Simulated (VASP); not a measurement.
# PmP (Pm-3m) in VASP: density of states with PBEsol

Aim: the density of states of PmP with PBEsol.

Everything below comes from runs of VASP 6.6.1. Logs are shortened: lines on timing, memory, paths and dates and some standing lists are left out, and cuts for length are marked.

**1. The cell of the first run**

The structure is cubic, space group Pm-3m (No. 221). Conventional cell: a = 3.493 Å, b = 3.493 Å, c = 3.493 Å, α = 90.00°, β = 90.00°, γ = 90.00°. Pm (site symmetry m-3m) has 8 P at 3.02 Å and 6 Pm at 3.49 Å within 4.0 Å. P (site symmetry m-3m) has 8 Pm at 3.02 Å and 6 P at 3.49 Å within 4.0 Å.

**2. Density of states, PBEsol, collinear spin, ferromagnetic start**

Contents of POSCAR:

```
PmP
1.0
    3.4927987120      0.0000000000      0.0000000000
    0.0000000000      3.4927987120      0.0000000000
    0.0000000000      0.0000000000      3.4927987120
Pm P
1 1
Direct
    0.0000000000      0.0000000000      0.0000000000
    0.5000000000      0.5000000000      0.5000000000
```

Contents of INCAR.step1:

```
ALGO = Normal
EDIFF = 1E-6
ENCUT = 520
GGA = PS
ISIF = 2
ISMEAR = 0
ISPIN = 2
LASPH = True
LCHARG = True
LMAXMIX = 6
LREAL = False
LWAVE = False
MAGMOM = 4.71 0
NBANDS = 21
NELM = 150
PREC = Accurate
SIGMA = 0.05
```

Contents of KPOINTS.step1:

```
k-points
0
Gamma
  10 10 10
```

Contents of INCAR.step2:

```
ALGO = Normal
EDIFF = 1E-6
ENCUT = 520
GGA = PS
ICHARG = 11
ISIF = 2
ISMEAR = -5
ISPIN = 2
LASPH = True
LCHARG = False
LMAXMIX = 6
LORBIT = 10
LREAL = False
LWAVE = False
MAGMOM = 4.71 0
NBANDS = 21
NEDOS = 1001
NELM = 150
PREC = Accurate
SIGMA = 0.05
```

Contents of KPOINTS.step2:

```
k-points
0
Gamma
  15 15 15
```

Potentials or basis: VASP PAW PBE potentials, release 64 (Pm, P).

Command:

```
$ cat potpaw_PBE.64/Pm/POTCAR potpaw_PBE.64/P/POTCAR > POTCAR
$ cp INCAR.step1 INCAR
$ cp KPOINTS.step1 KPOINTS
$ mpirun -np 1 vasp_std > vasp.out
$ cp INCAR.step2 INCAR
$ cp KPOINTS.step2 KPOINTS
$ mpirun -np 1 vasp_std > vasp.out
```

OUTCAR:

```text
EDIFF = 1E-6
   ENCUT = 520
   GGA = PS
   ICHARG = 11
   ISIF = 2
   ISMEAR = -5
   ISPIN = 2
   LASPH = True
   LORBIT = 10
   LREAL = False
   NELM = 150
   PREC = Accurate

 ion  position               nearest neighbor table
   1  0.000  0.000  0.000-   2 3.02   2 3.02   2 3.02   2 3.02   2 3.02   2 3.02   2 3.02   2 3.02

   2  0.500  0.500  0.500-   1 3.02   1 3.02   1 3.02   1 3.02   1 3.02   1 3.02   1 3.02   1 3.02

  LATTYP: Found a simple cubic cell.
 ALAT       =     3.4927987120

  Lattice vectors:

 A1 = (   3.4927987120,   0.0000000000,   0.0000000000)
 A2 = (   0.0000000000,   3.4927987120,   0.0000000000)
 A3 = (   0.0000000000,   0.0000000000,   3.4927987120)

Analysis of symmetry for initial positions (statically):
=====================================================================
 Subroutine PRICEL returns:
 Original cell was already a primitive cell.

 Routine SETGRP: Setting up the symmetry group for a
 simple cubic supercell.

 Subroutine GETGRP returns: Found 48 space group operations
 (whereof 48 operations were pure point group operations)
 out of a pool of 48 trial point group operations.

The static configuration has the point symmetry O_h .

Analysis of symmetry for dynamics (positions and initial velocities):
=====================================================================
 Subroutine PRICEL returns:
 Original cell was already a primitive cell.

 Routine SETGRP: Setting up the symmetry group for a
 simple cubic supercell.

 Subroutine GETGRP returns: Found 48 space group operations
 (whereof 48 operations were pure point group operations)
 out of a pool of 48 trial point group operations.

The dynamic configuration has the point symmetry O_h .

Analysis of structural, dynamic, and magnetic symmetry:
=====================================================================
 Subroutine PRICEL returns:
 Original cell was already a primitive cell.

 Routine SETGRP: Setting up the symmetry group for a
 simple cubic supercell.

 Subroutine GETGRP returns: Found 48 space group operations
 (whereof 48 operations were pure point group operations)
 out of a pool of 48 trial point group operations.

The overall configuration has the point symmetry O_h .

 Subroutine INISYM returns: Found 48 space group operations
 (whereof 48 operations are pure point group operations),
 and found     1 'primitive' translations

----------------------------------------------------------------------------------------

                                     Primitive cell

  volume of cell :      42.6109

  direct lattice vectors                    reciprocal lattice vectors
     3.492798712  0.000000000  0.000000000     0.286303358  0.000000000  0.000000000
     0.000000000  3.492798712  0.000000000     0.000000000  0.286303358  0.000000000
     0.000000000  0.000000000  3.492798712     0.000000000  0.000000000  0.286303358

  length of vectors
     3.492798712  3.492798712  3.492798712     0.286303358  0.286303358  0.286303358

  position of ions in fractional coordinates (direct lattice)
     0.000000000  0.000000000  0.000000000
     0.500000000  0.500000000  0.500000000

  ion indices of the primitive-cell ions
   primitive index   ion index
                 1           1
                 2           2

----------------------------------------------------------------------------------------

 KPOINTS: k-points

Automatic generation of k-mesh.
 Grid dimensions read from file:
 generate k-points for:   15   15   15

 Generating k-lattice:

  Cartesian coordinates                     Fractional coordinates (reciprocal lattice)
     0.019086891  0.000000000  0.000000000     0.066666667  0.000000000  0.000000000
     0.000000000  0.019086891  0.000000000     0.000000000  0.066666667  0.000000000
     0.000000000  0.000000000  0.019086891     0.000000000  0.000000000  0.066666667

  Length of vectors
     0.019086891  0.019086891  0.019086891

  Shift w.r.t. Gamma in fractional coordinates (k-lattice)
     0.000000000  0.000000000  0.000000000

 TETIRR: Found   1667 inequivalent tetrahedra from    20250

 Subroutine IBZKPT returns following result:
 ===========================================

 Found    120 irreducible k-points:

 Following reciprocal coordinates:
            Coordinates               Weight
  0.000000  0.000000  0.000000      1.000000
  0.066667  0.000000  0.000000      6.000000
  0.133333  0.000000  0.000000      6.000000
  0.200000  0.000000  0.000000      6.000000
  0.266667  0.000000  0.000000      6.000000
  0.333333  0.000000  0.000000      6.000000
[... 16 lines left out ...]
  0.266667  0.200000  0.000000     24.000000
  0.333333  0.200000  0.000000     24.000000
 [... further k-points ...]
   k-points           NKPTS =    120   k-points in BZ     NKDIM =    120   number of bands    NBANDS=     21
   number of dos      NEDOS =   1001   number of ions     NIONS =      2
   total plane-waves  NPLWV =  21952
   dimension x,y,z NGX =    28 NGY =   28 NGZ =   28
   dimension x,y,z NGXF=    56 NGYF=   56 NGZF=   56
   ions per type =               1   1
   NGX,Y,Z   is equivalent  to a cutoff of  13.33, 13.33, 13.33 a.u.
   NGXF,Y,Z  is equivalent  to a cutoff of  26.65, 26.65, 26.65 a.u.
 SYSTEM =  unknown system
   PREC   = accura    normal or accurate (medium, high low for compatibility)
   ISTART =      0    job   : 0-new  1-cont  2-samecut
   ICHARG =     11    charge: 1-file 2-atom 10-const
   ISPIN  =      2    spin polarized calculation?
   LNONCOLLINEAR =      F non collinear calculations
   LSORBIT =      F    spin-orbit coupling
   LASPH  =      T    aspherical Exc in radial PAW
   ENCUT  =  520.0 eV  38.22 Ry    6.18 a.u.   6.49  6.49  6.49*2*pi/ulx,y,z
   NELM   =    150;   NELMIN=  2; NELMDL=  0     # of ELM steps
   EDIFF  = 0.1E-05   stopping-criterion for ELM
   LREAL  =      F    real-space projection
   EDIFFG = 0.1E-04   stopping-criterion for IOM
   NSW    =      0    number of steps for IOM
   IBRION =     -1    ionic relax: 0-MD 1-quasi-New 2-CG
   NFREE  =      0    steps in history (QN), initial steepest desc. (CG)
   ISIF   =      2    stress and relaxation
   ISYM   =      2    0-nonsym 1-usesym 2-fastsym
   POTIM  = 0.5000    time-step for ionic-motion
   TEBEG  =    0.0;   TEEND  =   0.0 temperature during run
   PSTRESS=    0.0 pullay stress
   NELECT =      20.0000    total number of electrons
   NUPDOWN=      -1.0000    fix difference up-down
   EMIN   =  10.00;   EMAX   =-10.00  energy-range for DOS
   EFERMI =   0.00;   METHOD = LEGACY
   ISMEAR =    -5;   SIGMA  =   0.05  broadening in eV -4-tet -1-fermi 0-gaus
   EFERMI_NEDOS =   21; number of points for ismear=-14 and -15
   IALGO  =     38    algorithm
   IMIX   =      4    mixing-type and parameters
     AMIX     =   0.40;   BMIX     =  1.00
     AMIX_MAG =   1.60;   BMIX_MAG =  1.00
  volume/ion in A,a.u.               =      21.31       143.78
  Fermi-wavevector in a.u.,A,eV,Ry     =   1.272266  2.404234 22.023219  1.618661
  Thomas-Fermi vector in A             =   2.405154
   LORBIT       =     10    0 simple, 1 ext, 2 COOP (PROOUT), +10 PAW based schemes
   GGA     = PS    functional components
   LHFCALC =     F    Hartree Fock is set to
   AEXX    =    0.0000 exact exchange contribution
   IVDW    =     0    specifies the selected vdW correction
   LEPSILON=     F    determine dielectric tensor
   LRPA    =     F    only Hartree local field effects (RPA)
 spin polarized calculation
 Fermi weights with tetrahedron method with Bloechl corrections
  energy-cutoff  :      520.00
  volume of cell :       42.61
 maximum number of plane-waves:      1189
 NGX is ok and might be reduce to    28

 number of electron      19.9999998 magnetization       4.0906500

 Free energy of the ion-electron system (eV)
  ---------------------------------------------------
  ext. energy  EPLUGINS =         0.00000000
  ---------------------------------------------------
  free energy    TOTEN  =       -15.99675780 eV

  energy without entropy =      -15.99675780  energy(sigma->0) =      -15.99675780

 E-fermi :   7.5722     XC(G=0): -11.1059

 val. band max:        7.6010720157   @ k =   0.1333   0.0667   0.0000
 cond. band min:       7.5721864120   @ k =   0.4000   0.2667   0.0667
 fundamental gap:     -0.0288856037
 Fermi energy:         7.5722016292

 spin component 1

 k-point     1 :       0.0000    0.0000    0.0000
  band No.  band energies     occupation
      1     -30.9073      1.00000
      2     -10.9340      1.00000
      3     -10.9340      1.00000
      4     -10.9340      1.00000
      5      -3.0906      1.00000
      6       6.7752      1.00000
[... 13 lines left out ...]
     20      12.6660      0.00000
     21      12.6786      0.00000

 k-point     2 :       0.0667    0.0000    0.0000
  band No.  band energies     occupation
      1     -30.9043      1.00000
      2     -10.9821      1.00000
      3     -10.9298      1.00000
      4     -10.9298      1.00000
      5      -3.0230      1.00000
      6       6.5325      1.00000
[... 13 lines left out ...]
     20      12.7542      0.00000
     21      12.9371      0.00000

 k-point     3 :       0.1333    0.0000    0.0000
  band No.  band energies     occupation
      1     -30.8960      1.00000
      2     -11.1148      1.00000
      3     -10.9179      1.00000
      4     -10.9179      1.00000
      5      -2.8294      1.00000
      6       6.0292      1.00000
[... 13 lines left out ...]
     20      12.9948      0.00000
     21      13.5458      0.00000
[... 457 lines left out ...]
 k-point    23 :       0.2667    0.2000    0.0000
  band No.  band energies     occupation
      1     -30.8467      1.00000
      2     -11.4516      1.00000
      3     -11.2097      1.00000
      4     -10.8487      1.00000
      5      -1.9028      1.00000
      6       4.6466      1.00000
[... 13 lines left out ...]
     20      14.5166      0.00000
     21      16.2196      0.00000

 k-point    24 :       0.3333    0.2000    0.0000
  band No.  band energies     occupation
      1     -30.8333      1.00000
      2     -11.6256      1.00000
      3     -11.1836      1.00000
      4     -10.8301      1.00000
      5      -1.6640      1.00000
      6       4.1645      1.00000
[... 13 lines left out ...]
     20      14.2211      0.00000
     21      15.8534      0.00000

 [... further k-points ...]

 spin component 2

 k-point     1 :       0.0000    0.0000    0.0000
  band No.  band energies     occupation
      1     -28.9339      1.00000
      2      -9.4720      1.00000
      3      -9.4720      1.00000
      4      -9.4720      1.00000
      5      -3.2832      1.00000
      6       7.3740      1.00000
[... 13 lines left out ...]
     20      13.2580      0.00000
     21      13.2580      0.00000

 k-point     2 :       0.0667    0.0000    0.0000
  band No.  band energies     occupation
      1     -28.9306      1.00000
      2      -9.5309      1.00000
      3      -9.4669      1.00000
      4      -9.4669      1.00000
      5      -3.2093      1.00000
      6       6.9757      1.00000
[... 13 lines left out ...]
     20      13.3415      0.00000
     21      13.3682      0.00000

 k-point     3 :       0.1333    0.0000    0.0000
  band No.  band energies     occupation
      1     -28.9209      1.00000
      2      -9.6916      1.00000
      3      -9.4525      1.00000
      4      -9.4525      1.00000
      5      -3.0007      1.00000
      6       6.2730      1.00000
[... 13 lines left out ...]
     20      13.5647      0.00000
     21      13.9463      0.00000
[... 457 lines left out ...]
 k-point    23 :       0.2667    0.2000    0.0000
  band No.  band energies     occupation
      1     -28.8639      1.00000
      2     -10.0846      1.00000
      3      -9.7861      1.00000
      4      -9.3692      1.00000
      5      -2.0589      1.00000
      6       4.7093      1.00000
[... 13 lines left out ...]
     20      15.0530      0.00000
     21      16.7180      0.00000

 k-point    24 :       0.3333    0.2000    0.0000
  band No.  band energies     occupation
      1     -28.8484      1.00000
      2     -10.2805      1.00000
      3      -9.7538      1.00000
      4      -9.3466      1.00000
      5      -1.8326      1.00000
      6       4.2302      1.00000
[... 13 lines left out ...]
     20      14.6953      0.00000
     21      16.2625      0.00000

 [... further k-points ...]

------------------------ aborting loop because EDIFF is reached ----------------------------------------

  FORCE on cell =-STRESS in cart. coord.  units (eV):
  Direction    XX          YY          ZZ          XY          YZ          ZX
  --------------------------------------------------------------------------------------
  -------------------------------------------------------------------------------------
  Total       -1.2938310     -1.2938310     -1.2938310      0.0000000      0.0000000     -0.0000000
  in kB      -48.6482771    -48.6482771    -48.6482771      0.0000000      0.0000000     -0.0000000
  external PRESSURE =     -48.6482771 kB  Pullay stress =       0.0000000 kB

 VOLUME and BASIS-vectors are now :
 -----------------------------------------------------------------------------
  energy-cutoff  :      520.00
  volume of cell :       42.61
      direct lattice vectors                 reciprocal lattice vectors
     3.492798712  0.000000000  0.000000000     0.286303358  0.000000000  0.000000000
     0.000000000  3.492798712  0.000000000     0.000000000  0.286303358  0.000000000
     0.000000000  0.000000000  3.492798712     0.000000000  0.000000000  0.286303358

 POSITION                                       TOTAL-FORCE (eV/Angst)
 -----------------------------------------------------------------------------------
      0.00000      0.00000      0.00000         0.000000      0.000000      0.000000
      1.74640      1.74640      1.74640         0.000000      0.000000      0.000000
 -----------------------------------------------------------------------------------
    total drift:                               -0.000000      0.000000     -0.000000

  FREE ENERGIE OF THE ION-ELECTRON SYSTEM (eV)
  ---------------------------------------------------
  free  energy   TOTEN  =       -15.9967578048 eV

  energy  without entropy=      -15.9967578048  energy(sigma->0) =      -15.99675780

 total charge

# of ion       s       p       d       f       tot
--------------------------------------------------
    1        2.008   5.550   0.506   4.311  12.375
    2        1.042   1.459   0.000   0.000   2.501
--------------------------------------------------
tot          3.050   7.009   0.506   4.311  14.876

 magnetization (x)

# of ion       s       p       d       f       tot
--------------------------------------------------
    1       -0.008   0.002   0.060   4.180   4.234
    2       -0.017  -0.202   0.000   0.000  -0.218
--------------------------------------------------
tot         -0.025  -0.200   0.060   4.180   4.016
```

Wall time 1.8 min (1 thread of Intel Xeon 6975P-C (Granite Rapids), shared host); peak memory 0.3 GiB.

What came out:

```yaml
Net_moment: 4.09 μB per cell
Site_moments: Pm +4.23; P -0.22 μB
Valence_electrons_inside_the_program's_atomic_spheres: Pm 12.38; P 2.50
```

Caveat: the magnetic or orbital state may not be the lowest; the PAW data sets were made with another functional, which shifts forces and pressure a little; spin-orbit coupling is left out, which moves the levels of the heavy elements; without U or exact exchange the open f shell lies at the Fermi level, which spoils levels, moments and volumes; tetrahedron occupations give inexact forces and stress in metals. The state reached can hang on the start; a lower one may exist.
